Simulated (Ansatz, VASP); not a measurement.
One calculation of Ga3P2N, two programs

```
Ga P N
1.0
     5.89754    0.00000    0.00000
    -2.94877    5.10742    0.00000
     0.00000    0.00000    3.42169
Ga P N
3 2 1
Direct
  0.00000 0.50000 0.00000
  0.50000 0.00000 0.00000
  0.50000 0.50000 0.00000
  0.33333 0.66667 0.50000
  0.66667 0.33333 0.50000
  0.00000 0.00000 0.50000
```

Change from the starting cell: species swapped into the TmB2Ir3 type (P6/mmm, No. 191).

Alike in both runs: task relaxation of cell and atoms; functional PBE; k mesh 3 × 3 × 6; occupations gaussian, width 0.1 eV; collinear spin.

|  | VASP | Ansatz |
| --- | --- | --- |
| version | VASP 6.6.1 | Ansatz 0.2.0 |
| potentials or method | VASP PAW PBE potentials, release 64 (Ga_d, P, N), cutoff 600 eV | scalar-relativistic, plane waves, PAW |
| valence electrons in the cell | 54 | 54 |

VASP gave:

* gap on the k mesh at the Fermi level, each at its own relaxed structure (eV): none
* net moment per atom (μB): 0.38
* size of the moment on the site where the two differ most (μB): 1.57
* relaxed volume (Å³/atom): 20.36
* relaxed length of the cell vector where the two differ most in proportion (Å): 6.351

Problem. Which values does Ansatz return?

Solution. gap on the k mesh at the Fermi level, each at its own relaxed structure (eV): none; net moment per atom (μB): 0.38; size of the moment on the site where the two differ most (μB): 2.30; relaxed volume (Å³/atom): 20.20; relaxed length of the cell vector where the two differ most in proportion (Å): 6.328.

Site moments also hang on the region over which each program counts them. A gap of «none» marks a metal or a gap that the smearing closes.

The k mesh is coarse, so the values compare programs but aren't converged. Noted on VASP's run: the volume moved by over 15 % at a fixed basis, so the end points are rough.
